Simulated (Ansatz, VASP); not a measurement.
# One calculation of Au, two programs

```
CELL_PARAMETERS angstrom
2.73229 0.00000 0.00000
0.00000 2.73229 0.00000
0.00000 0.00000 2.73229
ATOMIC_POSITIONS crystal
Au 0.00000 0.00000 0.00000
```

Alike in both runs: task relaxation of cell and atoms; functional PBE; k mesh 20 × 20 × 20; occupations gaussian, width 0.1 eV; no spin polarisation.

|  | VASP | Ansatz |
| --- | --- | --- |
| version | VASP 6.6.1 | Ansatz 0.2.0 |
| potentials or method | VASP PAW PBE potentials, release 64 (Au), cutoff 600 eV | scalar-relativistic, plane waves, PAW |
| valence electrons in the cell | 11 | 19 |

VASP gave:

- gap on the k mesh at the Fermi level, each at its own relaxed structure (eV): none
- relaxed volume (Å³/atom): 20.74
- relaxed cell length with the largest relative difference (Å): 2.747

Question: What did Ansatz give for the same quantities?

Answer: gap on the k mesh at the Fermi level, each at its own relaxed structure (eV): none; relaxed volume (Å³/atom): 20.76; relaxed cell length with the largest relative difference (Å): 2.748.

A gap of «none» marks a metal or a gap that the smearing closes. VASP's potentials hold 11 valence electrons a cell and Ansatz's 19, so a difference there can come from the potentials and not from the codes.

Spin-orbit coupling is off throughout.
